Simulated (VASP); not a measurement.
# Os (P6_3/mmc) in VASP: a series of runs

Aim: see how the results for Os move with the level of theory and the settings. Levels: r2SCAN+D4, b88 exchange, pbe correlation, RPBE+D4. Tasks: single point, relaxation of cell and atoms.

Program: VASP 6.6.1. These are calculated values, not measurements. Logs are shortened: lines on timing, memory, paths and dates and some standing lists are left out, and cuts for length are marked.

**1. The cell of the first run**

Symmetry: P6_3/mmc, No. 194, hexagonal system. Conventional cell: a = 2.734 Å, b = 2.734 Å, c = 4.320 Å, α = 90.00°, β = 90.00°, γ = 120.00°. Os (site symmetry -6m2) has 12 Os at 2.68 to 2.73 Å within 3.5 Å.

**2. Single point, r2SCAN+D4, collinear spin, zero start**

Input file POSCAR:

```
Os
1.0
    2.7341000000      0.0000000000      0.0000000000
   -1.3670500000      2.3678000565      0.0000000000
    0.0000000000      0.0000000000      4.3197000000
Os
2
Direct
    0.6666666667      0.3333333333      0.7500000000
    0.3333333333      0.6666666667      0.2500000000
```

Input file INCAR.step1:

```
PREC = Accurate
ENCUT = 660
ISMEAR = 1
SIGMA = 0.001
LREAL = F
LASPH = T
NELM = 200
ISPIN = 2
MAGMOM = 0 0
NUPDOWN = 0.0
LMAXMIX = 4
NBANDS = 19
GGA = PE
ALGO = Normal
EDIFF = 1E-5
LWAVE = T
LCHARG = F
GGA_COMPAT = F
```

Input file INCAR.step2:

```
PREC = Accurate
ENCUT = 660
EDIFF = 1E-6
ISMEAR = 1
SIGMA = 0.001
LREAL = F
LASPH = T
NELM = 200
ALGO = Normal
ISIF = 2
LWAVE = F
LCHARG = F
ISPIN = 2
MAGMOM = 0 0
LORBIT = 11
NUPDOWN = 0.0
LMAXMIX = 4
METAGGA = R2SCAN
LMIXTAU = T
IVDW = 13
VDW_S6 = 1.0
VDW_S8 = 0.6018749
VDW_A1 = 0.51559235
VDW_A2 = 5.77342911
NBANDS = 19
ISTART = 1
GGA_COMPAT = F
```

Input file KPOINTS:

```
regular mesh
0
Gamma
  11 11 6
```

Potentials or basis: VASP PAW PBE potentials, release 64 (Os).

Command:

```bash
$ cat potpaw_PBE.64/Os/POTCAR > POTCAR
$ cp INCAR.step1 INCAR
$ mpirun -np 1 vasp_std > vasp.out
$ cp INCAR.step2 INCAR
$ mpirun -np 1 vasp_std > vasp.out
```

OUTCAR:

```text
PREC = Accurate
   ENCUT = 660
   EDIFF = 1E-6
   ISMEAR = 1
   LREAL = F
   LASPH = T
   NELM = 200
   ISIF = 2
   ISPIN = 2
   LORBIT = 11
   NUPDOWN = 0.0
   METAGGA = R2SCAN
   IVDW = 13
   ISTART = 1

 ion  position               nearest neighbor table
   1  0.667  0.333  0.750-   2 2.68   2 2.68   2 2.68   2 2.68   2 2.68   2 2.68
   2  0.333  0.667  0.250-   1 2.68   1 2.68   1 2.68   1 2.68   1 2.68   1 2.68

  LATTYP: Found a hexagonal cell.
 ALAT       =     2.7341000000
 C/A-ratio  =     1.5799348963

  Lattice vectors:

 A1 = (   2.7341000000,   0.0000000000,   0.0000000000)
 A2 = (  -1.3670500000,   2.3678000565,   0.0000000000)
 A3 = (   0.0000000000,   0.0000000000,   4.3197000000)

Analysis of symmetry for initial positions (statically):
=====================================================================
 Subroutine PRICEL returns:
 Original cell was already a primitive cell.

 Routine SETGRP: Setting up the symmetry group for a
 hexagonal supercell.

 Subroutine GETGRP returns: Found 24 space group operations
 (whereof 12 operations were pure point group operations)
 out of a pool of 24 trial point group operations.

The static configuration has the point symmetry D_3d.
 The point group associated with its full space group is D_6h.

Analysis of symmetry for dynamics (positions and initial velocities):
=====================================================================
 Subroutine PRICEL returns:
 Original cell was already a primitive cell.

 Routine SETGRP: Setting up the symmetry group for a
 hexagonal supercell.

 Subroutine GETGRP returns: Found 24 space group operations
 (whereof 12 operations were pure point group operations)
 out of a pool of 24 trial point group operations.

The dynamic configuration has the point symmetry D_3d.
 The point group associated with its full space group is D_6h.

Analysis of structural, dynamic, and magnetic symmetry:
=====================================================================
 Subroutine PRICEL returns:
 Original cell was already a primitive cell.

 Routine SETGRP: Setting up the symmetry group for a
 hexagonal supercell.

 Subroutine GETGRP returns: Found 24 space group operations
 (whereof 12 operations were pure point group operations)
 out of a pool of 24 trial point group operations.

The overall configuration has the point symmetry D_3d.
 The point group associated with its full space group is D_6h.

 Subroutine INISYM returns: Found 24 space group operations
 (whereof 12 operations are pure point group operations),
 and found     1 'primitive' translations

----------------------------------------------------------------------------------------

                                     Primitive cell

  volume of cell :      27.9649

  direct lattice vectors                    reciprocal lattice vectors
     2.734100000  0.000000000  0.000000000     0.365751070  0.211166479  0.000000000
    -1.367050000  2.367800057  0.000000000     0.000000000  0.422332957  0.000000000
     0.000000000  0.000000000  4.319700000     0.000000000  0.000000000  0.231497558

  length of vectors
     2.734100000  2.734100000  4.319700000     0.422332957  0.422332957  0.231497558

  position of ions in fractional coordinates (direct lattice)
     0.666666667  0.333333333  0.750000000
     0.333333333  0.666666667  0.250000000

  ion indices of the primitive-cell ions
   primitive index   ion index
                 1           1
                 2           2

----------------------------------------------------------------------------------------

 KPOINTS: regular mesh

Automatic generation of k-mesh.
 Grid dimensions read from file:
 generate k-points for:   11   11    6

 Generating k-lattice:

  Cartesian coordinates                     Fractional coordinates (reciprocal lattice)
     0.033250097  0.019196953  0.000000000     0.090909091 -0.000000000  0.000000000
     0.000000000  0.038393905  0.000000000     0.000000000  0.090909091  0.000000000
     0.000000000  0.000000000  0.038582926     0.000000000  0.000000000  0.166666667

  Length of vectors
     0.038393905  0.038393905  0.038582926

  Shift w.r.t. Gamma in fractional coordinates (k-lattice)
     0.000000000  0.000000000  0.000000000

 Subroutine IBZKPT returns following result:
 ===========================================

 Found     64 irreducible k-points:

 Following reciprocal coordinates:
            Coordinates               Weight
  0.000000  0.000000  0.000000      1.000000
  0.090909  0.000000  0.000000      6.000000
  0.181818  0.000000  0.000000      6.000000
  0.272727 -0.000000  0.000000      6.000000
  0.363636 -0.000000  0.000000      6.000000
  0.454545  0.000000  0.000000      6.000000
[... 16 lines left out ...]
  0.090909  0.090909  0.166667     12.000000
  0.181818  0.090909  0.166667     24.000000
 [... further k-points ...]
   k-points           NKPTS =     64   k-points in BZ     NKDIM =     64   number of bands    NBANDS=     19
   number of dos      NEDOS =    301   number of ions     NIONS =      2
   total plane-waves  NPLWV =  20736
   dimension x,y,z NGX =    24 NGY =   24 NGZ =   36
   dimension x,y,z NGXF=    48 NGYF=   48 NGZF=   72
   ions per type =               2
   NGX,Y,Z   is equivalent  to a cutoff of  14.59, 14.59, 13.85 a.u.
   NGXF,Y,Z  is equivalent  to a cutoff of  29.19, 29.19, 27.71 a.u.
 SYSTEM =  unknown system
   PREC   = accura    normal or accurate (medium, high low for compatibility)
   ISTART =      1    job   : 0-new  1-cont  2-samecut
   ICHARG =      0    charge: 1-file 2-atom 10-const
   ISPIN  =      2    spin polarized calculation?
   LNONCOLLINEAR =      F non collinear calculations
   LSORBIT =      F    spin-orbit coupling
   LASPH  =      T    aspherical Exc in radial PAW
   ENCUT  =  660.0 eV  48.51 Ry    6.96 a.u.   5.73  5.73  9.05*2*pi/ulx,y,z
   NELM   =    200;   NELMIN=  2; NELMDL=  0     # of ELM steps
   EDIFF  = 0.1E-05   stopping-criterion for ELM
   LREAL  =      F    real-space projection
   EDIFFG = 0.1E-04   stopping-criterion for IOM
   NSW    =      0    number of steps for IOM
   IBRION =     -1    ionic relax: 0-MD 1-quasi-New 2-CG
   NFREE  =      0    steps in history (QN), initial steepest desc. (CG)
   ISIF   =      2    stress and relaxation
   ISYM   =      2    0-nonsym 1-usesym 2-fastsym
   POTIM  = 0.5000    time-step for ionic-motion
   TEBEG  =    0.0;   TEEND  =   0.0 temperature during run
   PSTRESS=    0.0 pullay stress
   NELECT =      16.0000    total number of electrons
   NUPDOWN=       0.0000    fix difference up-down
   EMIN   =  10.00;   EMAX   =-10.00  energy-range for DOS
   EFERMI =   0.00;   METHOD = LEGACY
   ISMEAR =     1;   SIGMA  =   0.00  broadening in eV -4-tet -1-fermi 0-gaus
   EFERMI_NEDOS =   21; number of points for ismear=-14 and -15
   IALGO  =     38    algorithm
   IMIX   =      4    mixing-type and parameters
     AMIX     =   0.40;   BMIX     =  1.00
     AMIX_MAG =   1.60;   BMIX_MAG =  1.00
  volume/ion in A,a.u.               =      13.98        94.36
  Fermi-wavevector in a.u.,A,eV,Ry     =   1.359076  2.568282 25.131161  1.847088
  Thomas-Fermi vector in A             =   2.485855
   LORBIT       =     11    0 simple, 1 ext, 2 COOP (PROOUT), +10 PAW based schemes
   METAGGA = R2SCAN    functional components
   LHFCALC =     F    Hartree Fock is set to
   AEXX    =    0.0000 exact exchange contribution
   IVDW    =    13    specifies the selected vdW correction
   LEPSILON=     F    determine dielectric tensor
   LRPA    =     F    only Hartree local field effects (RPA)
 spin polarized calculation
 Methfessel and Paxton  Order N= 1 SIGMA  =   0.00
  energy-cutoff  :      660.00
  volume of cell :       27.96
 maximum number of plane-waves:      1092
 NGX is ok and might be reduce to    24
   NGX = 11   NGY = 11   NGZ = 19

 number of electron      16.0000001 magnetization       0.0000000

 number of electron      16.0000001 magnetization      -0.0000000

 Free energy of the ion-electron system (eV)
  ---------------------------------------------------
  ext. energy  EPLUGINS =         0.00000000
  ---------------------------------------------------
  free energy    TOTEN  =      -105.99096340 eV

  energy without entropy =     -105.99096101  energy(sigma->0) =     -105.99096260

 E-fermi :   9.1916     XC(G=0): -15.3933

 val. band max:        9.1897435471   @ k =   0.3636  -0.0000   0.3333
 cond. band min:       9.1919249156   @ k =   0.0909   0.0000   0.3333
 fundamental gap:      0.0021813685
 Fermi energy:         9.1915957967

 spin component 1

 k-point     1 :       0.0000    0.0000    0.0000
  band No.  band energies     occupation
      1      -2.1694      1.00000
      2       1.1282      1.00000
      3       6.0996      1.00000
      4       6.0996      1.00000
      5       6.3585      1.00000
      6       6.9681      1.00000
[... 11 lines left out ...]
     18      32.8064      0.00000
     19      33.5411      0.00000
[... 485 lines left out ...]
 k-point    24 :       0.1818    0.0909    0.1667
  band No.  band energies     occupation
      1       0.2448      1.00000
      2       2.8051      1.00000
      3       4.2809      1.00000
      4       4.5142      1.00000
      5       5.8225      1.00000
      6       6.4665      1.00000
[... 11 lines left out ...]
     18      31.4837      0.00000
     19      32.3429      0.00000

 [... further k-points ...]

 spin component 2

 k-point     1 :       0.0000    0.0000    0.0000
  band No.  band energies     occupation
      1      -2.1694      1.00000
      2       1.1282      1.00000
      3       6.0996      1.00000
      4       6.0996      1.00000
      5       6.3585      1.00000
      6       6.9681      1.00000
[... 11 lines left out ...]
     18      32.8064      0.00000
     19      33.5411      0.00000
[... 485 lines left out ...]
 k-point    24 :       0.1818    0.0909    0.1667
  band No.  band energies     occupation
      1       0.2448      1.00000
      2       2.8051      1.00000
      3       4.2809      1.00000
      4       4.5142      1.00000
      5       5.8225      1.00000
      6       6.4665      1.00000
[... 11 lines left out ...]
     18      31.4837      0.00000
     19      32.3429      0.00000

 [... further k-points ...]

------------------------ aborting loop because EDIFF is reached ----------------------------------------

  DFT-D4 for vdW energy calculation

  Edisp (eV):   -0.43835

  FORCE on cell =-STRESS in cart. coord.  units (eV):
  Direction    XX          YY          ZZ          XY          YZ          ZX
  --------------------------------------------------------------------------------------
  -------------------------------------------------------------------------------------
  Total       0.06041     0.06041    -0.07114    -0.00000     0.00000     0.00000
  in kB       3.46125     3.46125    -4.07568    -0.00000     0.00000     0.00000
  external pressure =        0.95 kB  Pullay stress =        0.00 kB

 VOLUME and BASIS-vectors are now :
 -----------------------------------------------------------------------------
  energy-cutoff  :      660.00
  volume of cell :       27.96
      direct lattice vectors                 reciprocal lattice vectors
     2.734100000  0.000000000  0.000000000     0.365751070  0.211166479  0.000000000
    -1.367050000  2.367800057  0.000000000     0.000000000  0.422332957  0.000000000
     0.000000000  0.000000000  4.319700000     0.000000000  0.000000000  0.231497558

 POSITION                                       TOTAL-FORCE (eV/Angst)
 -----------------------------------------------------------------------------------
      1.36705      0.78927      3.23977        -0.000000      0.000000      0.000000
     -0.00000      1.57853      1.07993         0.000000     -0.000000      0.000000
 -----------------------------------------------------------------------------------
    total drift:                               -0.000000      0.000000     -0.000000

  FREE ENERGIE OF THE ION-ELECTRON SYSTEM (eV)
  ---------------------------------------------------
  free  energy   TOTEN  =      -106.4293134583 eV

  energy  without entropy=     -106.4293110651  energy(sigma->0) =     -106.42931266

 total charge

# of ion       s       p       d       tot
------------------------------------------
    1        0.658   0.788   6.057   7.504
    2        0.658   0.788   6.057   7.504
--------------------------------------------------
tot          1.317   1.577  12.114  15.008

 magnetization (x)

# of ion       s       p       d       tot
------------------------------------------
    1       -0.000  -0.000  -0.000  -0.000
    2       -0.000  -0.000  -0.000  -0.000
--------------------------------------------------
tot         -0.000  -0.000  -0.000  -0.000
```

Run time: 4.5 min. Hardware: 1 thread of AMD EPYC 7R43 (Zen 3), shared host; peak memory 0.2 GiB.

Results:

| Item | Value |
| --- | --- |
| Free energy | -106.4293 eV |
| Pressure | 0.1 GPa |
| Net moment | 0.00 μB per cell |
| Valence electrons inside the program's atomic spheres | Os 7.50 |
| Dispersion energy per atom | -0.219 eV |

Stress tensor (GPa, compression positive):
```
 0.35  0.00  0.00
 0.00  0.35  0.00
 0.00  0.00 -0.41
```

Caveat: the PAW data sets were made with another functional, which shifts forces and pressure a little; spin-orbit coupling is left out, which moves the levels of the heavy elements; the total moment is fixed, so each spin has its own Fermi level.

[end of part 1 of 2]
